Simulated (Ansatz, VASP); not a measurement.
**One calculation of Ag, two programs**

```xyz
1
Lattice="0.0000 2.0272 2.0272 2.0272 0.0000 2.0272 2.0272 2.0272 0.0000" Properties=species:S:1:pos:R:3 pbc="T T T"
Ag    0.0000    0.0000    0.0000
```

Alike in both runs: functional PBEsol; k mesh 18 × 18 × 18; occupations gaussian, width 0.1 eV; no spin polarisation.

Ansatz relaxed the structure, and its values are those at the end. VASP's run is a single point on that final structure, the one shown.

|  | VASP | Ansatz |
| --- | --- | --- |
| version | VASP 6.6.1 | Ansatz 0.2.0 |
| potentials or method | VASP PAW PBE potentials, release 64 (Ag), cutoff 520 eV | scalar-relativistic, plane waves, PAW |
| valence electrons in the cell | 11 | 19 |

|  | VASP | Ansatz | Ansatz less VASP |
| --- | --- | --- | --- |
| gap on the k mesh at the Fermi level (eV) | none | none | - |
| pressure (GPa) | -0.1 | 0.0 | +0.12 |

VASP's potentials were made for PBE, not for PBEsol. A gap of «none» marks a metal or a gap that the smearing closes. VASP's potentials hold 11 valence electrons a cell and Ansatz's 19, so a difference there can come from the potentials and not from the codes.
